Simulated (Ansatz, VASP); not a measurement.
## One calculation of ScSiS4, two programs

```
CELL_PARAMETERS angstrom
4.58873 0.00000 0.00000
-2.29437 3.97396 0.00000
0.00000 0.00000 9.86135
ATOMIC_POSITIONS crystal
Sc 0.00000 0.00000 0.50000
Si 0.00000 0.00000 0.00000
S 0.33333 0.66667 0.50000
S 0.66667 0.33333 0.50000
S 0.00000 0.00000 0.19701
S 0.00000 0.00000 0.80299
```

Alike in both runs: functional PBE; k mesh 6 × 6 × 4; occupations gaussian, width 0.1 eV; no spin polarisation.

Ansatz relaxed the structure, and its values are those at the end. VASP's run is a single point on that final structure, the one shown.

```csv
,VASP,Ansatz
version,VASP 6.6.1,Ansatz 0.2.0
potentials or method,"VASP PAW PBE potentials, release 64 (Sc_sv, Si, S), cutoff 520 eV","scalar-relativistic, plane waves, PAW"
valence electrons in the cell,39,39
```

Ansatz gave:

- gap on the k mesh at the Fermi level (eV): none
- pressure (GPa): 0.0
- rms of the force components (eV/Å): 0.010

**Question.** Estimate VASP's values.

**Answer.** gap on the k mesh at the Fermi level (eV): none; pressure (GPa): -0.1; rms of the force components (eV/Å): 0.039.

A gap of «none» marks a metal or a gap that the smearing closes. The functional is the same, so the differences come from potentials, cutoffs and numerics.
